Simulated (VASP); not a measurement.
# Si (Fd-3m) in VASP: single point with PBE

Aim: the single point of Si with PBE.

All numbers are computed with VASP 6.6.1; they aren't measurements. Logs are shortened: lines on timing, memory, paths and dates and some standing lists are left out, and cuts for length are marked.

## Step 1: The cell of the first run

It takes space group Fd-3m (No. 227, cubic). Conventional cell: a = 5.431 Å, b = 5.431 Å, c = 5.431 Å, α = 90.00°, β = 90.00°, γ = 90.00°. Within 3.1 Å of Si (site symmetry -43m) lie 4 Si at 2.35 Å.

## Step 2: Single point, PBE

INCAR

```
ALGO = Normal
EDIFF = 1E-6
ENCUT = 500
GGA = PE
GGA_COMPAT = False
ISIF = 2
ISMEAR = 0
LASPH = True
LCHARG = True
LELF = True
LREAL = False
LVHAR = True
LWAVE = False
NBANDS = 46
NELM = 120
PREC = Accurate
SIGMA = 0.01
```

KPOINTS

```
Automatic mesh
0
Gamma
  1 1 1
  0.5 0.5 0.5
```

POSCAR

```
Si
1.0
    0.0000000000      5.4310000000      5.4310000000
    5.4310000000      0.0000000000      5.4310000000
    5.4310000000      5.4310000000      0.0000000000
Si
16
Direct
    0.0000000000      0.0000000000      0.0000000000
    0.1250000000      0.1250000000      0.1250000000
    0.0000000000      0.0000000000      0.5000000000
    0.1250000000      0.1250000000      0.6250000000
    0.0000000000      0.5000000000      0.0000000000
    0.1250000000      0.6250000000      0.1250000000
    0.0000000000      0.5000000000      0.5000000000
    0.1250000000      0.6250000000      0.6250000000
    0.5000000000      0.0000000000      0.0000000000
    0.6250000000      0.1250000000      0.1250000000
    0.5000000000      0.0000000000      0.5000000000
    0.6250000000      0.1250000000      0.6250000000
    0.5000000000      0.5000000000      0.0000000000
    0.6250000000      0.6250000000      0.1250000000
    0.5000000000      0.5000000000      0.5000000000
    0.6250000000      0.6250000000      0.6250000000
```

Potentials or basis: VASP PAW PBE potentials, release 64 (Si).

Launch:

```console
cat potpaw_PBE.64/Si/POTCAR > POTCAR
mpirun -np 1 vasp_std > vasp.out
```

OUTCAR:

```text
EDIFF = 1E-6
   ENCUT = 500
   GGA = PE
   ISIF = 2
   ISMEAR = 0
   LASPH = True
   LREAL = False
   NELM = 120
   PREC = Accurate

 ion  position               nearest neighbor table
   1  0.000  0.000  0.000-   2 2.35   4 2.35   6 2.35  10 2.35
   2  0.125  0.125  0.125-   1 2.35   3 2.35   5 2.35   9 2.35
   3  0.000  0.000  0.500-   2 2.35   4 2.35   8 2.35  12 2.35
   4  0.125  0.125  0.625-   1 2.35   3 2.35   7 2.35  11 2.35
   5  0.000  0.500  0.000-   2 2.35   6 2.35   8 2.35  14 2.35
   6  0.125  0.625  0.125-   1 2.35   5 2.35   7 2.35  13 2.35
   7  0.000  0.500  0.500-   4 2.35   6 2.35   8 2.35  16 2.35
   8  0.125  0.625  0.625-   3 2.35   5 2.35   7 2.35  15 2.35
   9  0.500  0.000  0.000-   2 2.35  10 2.35  12 2.35  14 2.35
  10  0.625  0.125  0.125-   1 2.35   9 2.35  11 2.35  13 2.35
  11  0.500  0.000  0.500-   4 2.35  10 2.35  12 2.35  16 2.35
  12  0.625  0.125  0.625-   3 2.35   9 2.35  11 2.35  15 2.35
  13  0.500  0.500  0.000-   6 2.35  10 2.35  14 2.35  16 2.35
  14  0.625  0.625  0.125-   5 2.35   9 2.35  13 2.35  15 2.35
  15  0.500  0.500  0.500-   8 2.35  12 2.35  14 2.35  16 2.35
  16  0.625  0.625  0.625-   7 2.35  11 2.35  13 2.35  15 2.35

  LATTYP: Found a face centered cubic cell.
 ALAT       =    10.8620000000

  Lattice vectors:

 A1 = (   0.0000000000,   5.4310000000,   5.4310000000)
 A2 = (   5.4310000000,   0.0000000000,   5.4310000000)
 A3 = (   5.4310000000,   5.4310000000,   0.0000000000)

Analysis of symmetry for initial positions (statically):
=====================================================================
 Subroutine PRICEL returns following result:

  LATTYP: Found a face centered cubic cell.
 ALAT       =     5.4310000000

  Lattice vectors:

 A1 = (   0.0000000000,   2.7155000000,   2.7155000000)
 A2 = (   2.7155000000,   0.0000000000,   2.7155000000)
 A3 = (   2.7155000000,   2.7155000000,   0.0000000000)

   8 primitive cells build up your supercell.

 Routine SETGRP: Setting up the symmetry group for a
 face centered cubic supercell.

 Subroutine GETGRP returns: Found 48 space group operations
 (whereof 24 operations were pure point group operations)
 out of a pool of 48 trial point group operations.

The static configuration has the point symmetry T_d .
 The point group associated with its full space group is O_h .

Analysis of symmetry for dynamics (positions and initial velocities):
=====================================================================
 Subroutine PRICEL returns following result:

  LATTYP: Found a face centered cubic cell.
 ALAT       =     5.4310000000

  Lattice vectors:

 A1 = (   0.0000000000,   2.7155000000,   2.7155000000)
 A2 = (   2.7155000000,   0.0000000000,   2.7155000000)
 A3 = (   2.7155000000,   2.7155000000,   0.0000000000)

   8 primitive cells build up your supercell.

 Routine SETGRP: Setting up the symmetry group for a
 face centered cubic supercell.

 Subroutine GETGRP returns: Found 48 space group operations
 (whereof 24 operations were pure point group operations)
 out of a pool of 48 trial point group operations.

The dynamic configuration has the point symmetry T_d .
 The point group associated with its full space group is O_h .

 Subroutine INISYM returns: Found 48 space group operations
 (whereof 24 operations are pure point group operations),
 and found     8 'primitive' translations

----------------------------------------------------------------------------------------

                                     Primitive cell

  volume of cell :      40.0479

  direct lattice vectors                    reciprocal lattice vectors
     0.000000000  2.715500000  2.715500000    -0.184128153  0.184128153  0.184128153
     2.715500000  0.000000000  2.715500000     0.184128153 -0.184128153  0.184128153
     2.715500000  2.715500000  0.000000000     0.184128153  0.184128153 -0.184128153

  length of vectors
     3.840296929  3.840296929  3.840296929     0.318919316  0.318919316  0.318919316

  position of ions in fractional coordinates (direct lattice)
     0.000000000  0.000000000  0.000000000
     0.250000000  0.250000000  0.250000000

  ion indices of the primitive-cell ions
   primitive index   ion index
                 1           1
                 2           2

----------------------------------------------------------------------------------------

 KPOINTS: Automatic mesh

Automatic generation of k-mesh.
 Grid dimensions read from file:
 generate k-points for:    1    1    1

 Generating k-lattice:

  Cartesian coordinates                     Fractional coordinates (reciprocal lattice)
    -0.092064077  0.092064077  0.092064077     1.000000000  0.000000000  0.000000000
     0.092064077 -0.092064077  0.092064077     0.000000000  1.000000000  0.000000000
     0.092064077  0.092064077 -0.092064077     0.000000000  0.000000000  1.000000000

  Length of vectors
     0.159459658  0.159459658  0.159459658

  Shift w.r.t. Gamma in fractional coordinates (k-lattice)
     0.500000000  0.500000000  0.500000000

 Subroutine IBZKPT returns following result:
 ===========================================

 Found      1 irreducible k-points:

 Following reciprocal coordinates:
            Coordinates               Weight
  0.500000  0.500000  0.500000      4.000000
   k-points           NKPTS =      1   k-points in BZ     NKDIM =      1   number of bands    NBANDS=     46
   number of dos      NEDOS =    301   number of ions     NIONS =     16
   total plane-waves  NPLWV = 175616
   dimension x,y,z NGX =    56 NGY =   56 NGZ =   56
   dimension x,y,z NGXF=   112 NGYF=  112 NGZF=  112
   ions per type =              16
   NGX,Y,Z   is equivalent  to a cutoff of  12.12, 12.12, 12.12 a.u.
   NGXF,Y,Z  is equivalent  to a cutoff of  24.24, 24.24, 24.24 a.u.
 SYSTEM =  unknown system
   PREC   = accura    normal or accurate (medium, high low for compatibility)
   ISTART =      0    job   : 0-new  1-cont  2-samecut
   ICHARG =      2    charge: 1-file 2-atom 10-const
   ISPIN  =      1    spin polarized calculation?
   LNONCOLLINEAR =      F non collinear calculations
   LSORBIT =      F    spin-orbit coupling
   LASPH  =      T    aspherical Exc in radial PAW
   ENCUT  =  500.0 eV  36.75 Ry    6.06 a.u.  14.00 14.00 14.00*2*pi/ulx,y,z
   NELM   =    120;   NELMIN=  2; NELMDL= -5     # of ELM steps
   EDIFF  = 0.1E-05   stopping-criterion for ELM
   LREAL  =      F    real-space projection
   EDIFFG = 0.1E-04   stopping-criterion for IOM
   NSW    =      0    number of steps for IOM
   IBRION =     -1    ionic relax: 0-MD 1-quasi-New 2-CG
   NFREE  =      0    steps in history (QN), initial steepest desc. (CG)
   ISIF   =      2    stress and relaxation
   ISYM   =      2    0-nonsym 1-usesym 2-fastsym
   POTIM  = 0.5000    time-step for ionic-motion
   TEBEG  =    0.0;   TEEND  =   0.0 temperature during run
   PSTRESS=    0.0 pullay stress
   NELECT =      64.0000    total number of electrons
   NUPDOWN=      -1.0000    fix difference up-down
   EMIN   =  10.00;   EMAX   =-10.00  energy-range for DOS
   EFERMI =   0.00;   METHOD = LEGACY
   ISMEAR =     0;   SIGMA  =   0.01  broadening in eV -4-tet -1-fermi 0-gaus
   EFERMI_NEDOS =   21; number of points for ismear=-14 and -15
   IALGO  =     38    algorithm
   IMIX   =      4    mixing-type and parameters
     AMIX     =   0.40;   BMIX     =  1.00
     AMIX_MAG =   1.60;   BMIX_MAG =  1.00
  volume/ion in A,a.u.               =      20.02       135.13
  Fermi-wavevector in a.u.,A,eV,Ry     =   0.956999  1.808467 12.460868  0.915848
  Thomas-Fermi vector in A             =   2.085978
   LORBIT       =      0    0 simple, 1 ext, 2 COOP (PROOUT), +10 PAW based schemes
   GGA     = PE    functional components
   LHFCALC =     F    Hartree Fock is set to
   AEXX    =    0.0000 exact exchange contribution
   IVDW    =     0    specifies the selected vdW correction
   LEPSILON=     F    determine dielectric tensor
   LRPA    =     F    only Hartree local field effects (RPA)
 non-spin polarized calculation
 Gauss-broadening in eV      SIGMA  =   0.01
  energy-cutoff  :      500.00
  volume of cell :      320.38
 maximum number of plane-waves:      8086
 NGX is ok and might be reduce to    56
   NGX = 29   NGY = 29   NGZ = 29

 number of electron      64.0000005 magnetization

 Free energy of the ion-electron system (eV)
  ---------------------------------------------------
  ext. energy  EPLUGINS =         0.00000000
  ---------------------------------------------------
  free energy    TOTEN  =       -85.45842059 eV

  energy without entropy =      -85.45842059  energy(sigma->0) =      -85.45842059

 E-fermi :   5.1943     XC(G=0):  -9.3848

 val. band max:        5.0993004350   @ k =   0.5000   0.5000   0.5000
 cond. band min:       7.3692012970   @ k =   0.5000   0.5000   0.5000
 fundamental gap:      2.2699008620
 Fermi energy:         5.1942593374

 k-point     1 :       0.5000    0.5000    0.5000
  band No.  band energies     occupation
      1      -5.3023      2.00000
      2      -5.3023      2.00000
      3      -3.3828      2.00000
      4      -3.3828      2.00000
      5      -3.3828      2.00000
      6      -3.3828      2.00000
      7      -3.3828      2.00000
      8      -3.3828      2.00000
      9      -0.5225      2.00000
     10      -0.5225      2.00000
     11      -0.5225      2.00000
     12      -0.5225      2.00000
     13      -0.5225      2.00000
     14      -0.5225      2.00000
     15       1.9318      2.00000
     16       1.9318      2.00000
     17       2.3216      2.00000
     18       2.3216      2.00000
     19       2.3216      2.00000
     20       2.3216      2.00000
     21       2.3216      2.00000
     22       2.3216      2.00000
     23       3.6520      2.00000
     24       3.6520      2.00000
     25       3.6520      2.00000
     26       3.6520      2.00000
     27       3.6520      2.00000
     28       3.6520      2.00000
     29       5.0993      2.00000
     30       5.0993      2.00000
     31       5.0993      2.00000
     32       5.0993      2.00000
     33       7.3692      0.00000
     34       7.3692      0.00000
     35       7.3692      0.00000
     36       7.3692      0.00000
     37       7.3692      0.00000
     38       7.3692      0.00000
     39       7.8860      0.00000
     40       7.8860      0.00000
     41       9.3536      0.00000
     42       9.3536      0.00000
     43       9.3536      0.00000
     44       9.3536      0.00000
 [bands above 44 left out]

------------------------ aborting loop because EDIFF is reached ----------------------------------------

  FORCE on cell =-STRESS in cart. coord.  units (eV):
  Direction    XX          YY          ZZ          XY          YZ          ZX
  --------------------------------------------------------------------------------------
  -------------------------------------------------------------------------------------
  Total        4.6616120      4.6616120      4.6616120      0.0000000      0.0000000      0.0000000
  in kB       23.3118800     23.3118800     23.3118800      0.0000000      0.0000000      0.0000000
  external PRESSURE =      23.3118800 kB  Pullay stress =       0.0000000 kB

 VOLUME and BASIS-vectors are now :
 -----------------------------------------------------------------------------
  energy-cutoff  :      500.00
  volume of cell :      320.38
      direct lattice vectors                 reciprocal lattice vectors
     0.000000000  5.431000000  5.431000000    -0.092064077  0.092064077  0.092064077
     5.431000000  0.000000000  5.431000000     0.092064077 -0.092064077  0.092064077
     5.431000000  5.431000000  0.000000000     0.092064077  0.092064077 -0.092064077

 POSITION                                       TOTAL-FORCE (eV/Angst)
 -----------------------------------------------------------------------------------
      0.00000      0.00000      0.00000         0.000000      0.000000     -0.000000
      1.35775      1.35775      1.35775        -0.000000     -0.000000     -0.000000
      2.71550      2.71550      0.00000         0.000000      0.000000      0.000000
      4.07325      4.07325      1.35775        -0.000000     -0.000000     -0.000000
      2.71550      0.00000      2.71550         0.000000      0.000000      0.000000
      4.07325      1.35775      4.07325        -0.000000     -0.000000     -0.000000
      5.43100      2.71550      2.71550         0.000000      0.000000     -0.000000
      6.78875      4.07325      4.07325        -0.000000     -0.000000     -0.000000
      0.00000      2.71550      2.71550         0.000000      0.000000     -0.000000
      1.35775      4.07325      4.07325        -0.000000     -0.000000     -0.000000
      2.71550      5.43100      2.71550         0.000000      0.000000      0.000000
      4.07325      6.78875      4.07325        -0.000000     -0.000000     -0.000000
      2.71550      2.71550      5.43100         0.000000      0.000000     -0.000000
      4.07325      4.07325      6.78875        -0.000000     -0.000000      0.000000
      5.43100      5.43100      5.43100         0.000000      0.000000     -0.000000
      6.78875      6.78875      6.78875        -0.000000     -0.000000      0.000000
 -----------------------------------------------------------------------------------
    total drift:                                0.000000      0.000000     -0.000000

  FREE ENERGIE OF THE ION-ELECTRON SYSTEM (eV)
  ---------------------------------------------------
  free  energy   TOTEN  =       -85.4584205863 eV

  energy  without entropy=      -85.4584205863  energy(sigma->0) =      -85.45842059
```

It took 54 s on 1 thread of Intel Xeon Platinum 8259CL at 2.50GHz (Skylake/Cascade Lake), shared host; peak memory 0.39 GiB.

What came out:

```yaml
Free_energy: -85.4584 eV
Pressure: 2.3 GPa
```

Levels at points of the mesh, in eV from the Fermi level:
```csv
k point,band 28,band 29,band 30,band 31,band 32,band 33,band 34,band 35,band 36,band 37
"(0.50, 0.50, 0.50)",-1.54,-0.09,-0.09,-0.09,-0.09,2.17,2.17,2.17,2.17,2.17
```

Caveat: the k points lie up to 1.00 Å⁻¹ apart, too coarse for converged energies, forces and pressures.
